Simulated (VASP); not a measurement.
GaP:

```
Ga P
1.0
     0.00000    2.78089    2.78089
     2.78089    0.00000    2.78089
     2.78089    2.78089    0.00000
Ga P
1 1
Direct
  0.00000 0.00000 0.00000
  0.25000 0.25000 0.25000
```

| Quantity | Value |
| --- | --- |
| Program | VASP 6.6.1 |
| Task | relaxation of cell and atoms |
| Functional | PBEsol |
| Potentials or basis | VASP PAW PBE potentials, release 64 (Ga_d, P) |
| Cutoff | 600 eV |
| k mesh | 8 × 8 × 8 |
| Occupations | gaussian, width 0.02 eV |
| Spin | no spin polarisation |

At the start: pressure -5.0 GPa; volume 21.51 Å³/atom.

Q: Where does the relaxation end?

A: Over 6 steps the energy falls by 23.4 meV/atom and the volume is 20.09 Å³/atom (-6.6 %); space group F-43m (No. 216, to 0.05 Å).

Step by step:
```tsv
step	energy change (eV)	largest force (eV/Å)	pressure (GPa)	volume (Å³)
1	0.0000	0.0000	-4.97	43.01
2	-0.0369	0.0000	2.72	38.99
3	-0.0467	0.0000	-0.09	40.18
4	-0.0467	0.0000	0.16	40.12
5	-0.0467	0.0000	-0.13	40.23
6	-0.0467	0.0000	0.06	40.17
```

Final structure:
```cif
data_structure
_symmetry_space_group_name_H-M 'P 1'
_symmetry_Int_Tables_number 1
_cell_length_a 3.8443
_cell_length_b 3.8443
_cell_length_c 3.8443
_cell_angle_alpha 60.000
_cell_angle_beta 60.000
_cell_angle_gamma 60.000
_cell_volume 40.17
loop_
_atom_site_label
_atom_site_type_symbol
_atom_site_fract_x
_atom_site_fract_y
_atom_site_fract_z
_atom_site_occupancy
Ga1 Ga 0.00000 0.00000 0.00000 1
P1 P 0.25000 0.25000 0.25000 1
```

Caveat: the PAW data sets were made with another functional, which shifts forces and pressure a little.
